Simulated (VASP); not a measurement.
Write the native input for VASP 6.6.1 that does the following.

```yaml
Task: single point
Functional: r2SCAN
Potentials_or_basis: VASP PAW PBE potentials, release 64 (Na_sv, F)
Cutoff: 1250 eV
k_mesh: 8 × 8 × 8
Occupations: gaussian, width 0.01 eV
Spin: no spin polarisation
Dipole_correction: no
Further_INCAR_settings: ALGO = Normal; EDIFF = 1e-06; NBANDS = 15
```

The system is NaF.

```xyz
2
Lattice="0.0000 2.3423 2.3423 2.3423 0.0000 2.3423 2.3423 2.3423 0.0000" Properties=species:S:1:pos:R:3 pbc="T T T"
Na    0.0000    0.0000    0.0000
F     2.3423    2.3423    2.3423
```

The input as run:

POSCAR

```
NaF
1.0
    0.0000000000      2.3422971847      2.3422971847
    2.3422971847      0.0000000000      2.3422971847
    2.3422971847      2.3422971847      0.0000000000
Na F
1 1
Direct
    0.0000000000      0.0000000000      0.0000000000
    0.5000000000      0.5000000000      0.5000000000
```

INCAR.step1

```
SYSTEM = NaF
PREC = Accurate
ENCUT = 1250
ISMEAR = 0
SIGMA = 0.01
LREAL = .False.
LASPH = .True.
NELM = 120
NBANDS = 15
GGA = PE
ALGO = Normal
EDIFF = 1E-5
LWAVE = .True.
LCHARG = .False.
GGA_COMPAT = .False.
```

INCAR.step2

```
SYSTEM = NaF
PREC = Accurate
ENCUT = 1250
EDIFF = 1E-6
ISMEAR = 0
SIGMA = 0.01
LREAL = .False.
LASPH = .True.
NELM = 120
ALGO = Normal
ISIF = 2
LWAVE = .False.
LCHARG = .True.
METAGGA = R2SCAN
LMIXTAU = .True.
LELF = .True.
LVHAR = .True.
NBANDS = 15
ISTART = 1
GGA_COMPAT = .False.
```

KPOINTS

```
Automatic mesh
0
Gamma
  8 8 8
  0 0 0
```

Potentials or basis: VASP PAW PBE potentials, release 64 (Na_sv, F).

Run with:

```console
$ cat potpaw_PBE.64/Na_sv/POTCAR potpaw_PBE.64/F/POTCAR > POTCAR
$ cp INCAR.step1 INCAR
$ mpirun -np 1 vasp_std > vasp.out
$ cp INCAR.step2 INCAR
$ mpirun -np 1 vasp_std > vasp.out
```

It gave:

```json
{"Pressure": "-2.8 GPa", "Band gap on the k mesh": "6.95 eV"}
```

Caveat: the PAW data sets were made with another functional, which shifts forces and pressure a little.

It took 63 s on 1 thread of Intel(R) Xeon(R) 6975P-C (Granite Rapids), with other jobs on the host, peak memory 0.25 GiB.
